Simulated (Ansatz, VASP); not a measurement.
## Ti: VASP beside Ansatz

The input INCAR:

```
SYSTEM = Ti
PREC = Accurate
ENCUT = 520
EDIFF = 1E-6
ISMEAR = 0
SIGMA = 0.15
LREAL = .FALSE.
LASPH = .TRUE.
NELM = 80
ALGO = Fast
ISIF = 2
LWAVE = .FALSE.
LCHARG = .FALSE.
GGA = PS
NBANDS = 32
```

KPOINTS

```
regular mesh
0
G
  17 17 5
  0 0 0
```

File POSCAR:

```
Ti
1.0
   -1.6410000000      1.6410000000     -1.6410000000
   -1.6410000000     -1.6410000000      1.6410000000
    0.0000000000      7.0943300859      7.0943300859
Ti
4
Direct
    0.0000000000      0.0000000000      0.8095901841
    0.5000000000      0.5000000000      0.1156557406
    0.0000000000      0.0000000000      0.3469672217
    0.5000000000      0.5000000000      0.5782787029
```

Input for Ansatz:

```yaml
crystal:
  lattice:
    - [-1.641, 1.641, -1.641]
    - [-1.641, -1.641, 1.641]
    - [0.0, 7.0943300859, 7.0943300859]
  atoms:
    - { symbol: Ti, position: [0.0, 0.0, 0.8095901841] }
    - { symbol: Ti, position: [0.5, 0.5, 0.1156557406] }
    - { symbol: Ti, position: [0.0, 0.0, 0.3469672217] }
    - { symbol: Ti, position: [0.5, 0.5, 0.5782787029] }
basis:
  ecutwfc: 420
kpoints:
  mp_grid: { grid: [17, 17, 5] }
hamiltonian:
  xc: pbesol
scf:
  occupations: { method: gaussian, width: 0.15 }
output:
  forces: true
  stress: true
  eigenvalues: true
```

Alike in both runs: task single point; functional PBEsol; k mesh 17 × 17 × 5; occupations gaussian, width 0.15 eV; no spin polarisation.

|  | VASP | Ansatz |
| --- | --- | --- |
| version | VASP 6.6.1 | Ansatz 0.2.0 |
| potentials or method | VASP PAW PBE potentials, release 64 (Ti_sv), cutoff 520 eV | scalar-relativistic, plane waves, PAW |
| valence electrons in the cell | 48 | 48 |

|  | VASP | Ansatz | Ansatz less VASP |
| --- | --- | --- | --- |
| gap on the k mesh at the Fermi level (eV) | none | none | - |
| pressure (GPa) | -10.7 | -10.5 | +0.22 |
| traceless stress, the component that is largest in VASP (GPa) | -1.74 | -1.75 | -0.007 |
| rms of the force components (eV/Å) | 0.176 | 0.178 | +0.0023 |

VASP's potentials were made for PBE, not for PBEsol. Atom by atom the forces differ by 0.003 eV/Å (rms over components). A gap of «none» marks a metal or a gap that the smearing closes.
